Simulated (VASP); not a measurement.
Write the native input for VASP 6.6.1 that does the following.

```
Task                   : single point
Functional             : PBE
Potentials or basis    : VASP PAW PBE potentials, release 64 (Mn_pv, Sb, F, Br)
Cutoff                 : 520 eV
k mesh                 : 5 × 5 × 2
Occupations            : fermi-dirac, width 0.0767 eV
Spin                   : no spin polarisation
Hubbard terms          : Mn d U = 4.0 eV
Dipole correction      : no
Further INCAR settings : ALGO = Normal; EDIFF = 1e-06; NBANDS = 50
```

The structure of MnSbBrF2 lies in POSCAR:

```
MnSbBrF2
1.0
    0.0000000000      3.6394180000      0.0000000000
    5.9866250000     -1.8197090000      0.0000000000
    0.1580930000      0.0000000000     -9.0572370000
Mn Sb F Br
2 2 4 2
Direct
    0.0000000000      0.0000000000      0.5000000000
    0.0000000000      0.0000000000      0.0000000000
    0.2910000000      0.5820000000      0.8094000000
    0.7090000000      0.4180000000      0.1906000000
    0.9240000000      0.8480000000      0.7570000000
    0.0760000000      0.1520000000      0.2430000000
    0.3600000000      0.7200000000      0.0488400000
    0.6400000000      0.2800000000      0.9511600000
    0.3660000000      0.7320000000      0.4299000000
    0.6340000000      0.2680000000      0.5701000000
```

One way to write it, as run:

INCAR

```
PREC     = Accurate       # precision mode
ENCUT    = 520            # plane-wave cutoff, eV
EDIFF    = 1E-6           # SCF threshold, eV
ISMEAR   = -1             # smearing method
SIGMA    = 0.0767         # smearing width, eV
LREAL    = F              # projectors in reciprocal space
LASPH    = T              # aspherical terms in the spheres
NELM     = 150            # most SCF steps
ALGO     = Normal         # electronic algorithm
ISIF     = 2              # what is computed and relaxed
LWAVE    = F              # write WAVECAR
LCHARG   = F              # write CHGCAR
LMAXMIX  = 4              # l up to which the mixer works
LDAU     = T              # DFT+U
LDAUTYPE = 2            
LDAUL    = 2 -1 -1 -1     # shell
LDAUU    = 4 0 0 0        # U, eV
LDAUJ    = 0 0 0 0      
LDAUPRINT= 1            
GGA      = PE             # functional
NBANDS   = 50             # bands
```

KPOINTS

```
regular mesh
0
Gamma
  5 5 2
```

Potentials or basis: VASP PAW PBE potentials, release 64 (Mn_pv, Sb, F, Br).

The run is started by

```sh
$ cat potpaw_PBE.64/Mn_pv/POTCAR potpaw_PBE.64/Sb/POTCAR potpaw_PBE.64/F/POTCAR potpaw_PBE.64/Br/POTCAR > POTCAR
$ mpirun -np 1 vasp_std > vasp.out
```

Results of the run:

```yaml
Pressure: -3.6 GPa
Largest_force: 1.084 eV/Å
Band_gap_on_the_k_mesh: zero (bands 39 and 40 overlap by 0.30 eV)
```

Caveat: the k points lie up to 0.36 Å⁻¹ apart; spin-orbit coupling is left out, which moves the levels of the heavy elements; the run has no spin polarisation, though such a crystal can be magnetic; U without spin polarisation on a metal has little footing; forces of over 1 eV/Å act on the atoms, so gaps and moduli don't describe the material at rest.

It took 5.7 min on 1 thread of Intel(R) Xeon(R) Platinum 8488C (Sapphire Rapids) (shared host), peak memory 0.4 GiB.
